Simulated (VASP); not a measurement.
Input of a VASP 6.6.1 run:

File INCAR:

```
ALGO = Normal
EDIFF = 1E-6
ENCUT = 500
GGA = PE
GGA_COMPAT = F
ISIF = 2
ISMEAR = 1
LASPH = T
LCHARG = F
LREAL = F
LWAVE = F
NBANDS = 15
NELM = 120
PREC = Accurate
SIGMA = 0.05
```

File KPOINTS:

```
k-points
0
Gamma
  4 4 4
```

The input POSCAR:

```
SrTe
1.0
    0.0000000000      3.3527582020      3.3527582020
    3.3527582020      0.0000000000      3.3527582020
    3.3527582020      3.3527582020      0.0000000000
Sr Te
1 1
Direct
    0.0000000000      0.0000000000      0.0000000000
    0.5000000000      0.5000000000      0.5000000000
```

Potentials or basis: VASP PAW PBE potentials, release 64 (Sr_sv, Te).

Launch:

```sh
$ cat potpaw_PBE.64/Sr_sv/POTCAR potpaw_PBE.64/Te/POTCAR > POTCAR
$ mpirun -np 1 vasp_std > vasp.out
```

(1) What does it give for the band gap on the k mesh?

(2) Predict the pressure.

Results:

(1) 1.74 eV, indirect (least direct gap 2.47 eV).

(2) 0.4 GPa.

Caveat: spin-orbit coupling is left out, which moves the levels of the heavy elements.
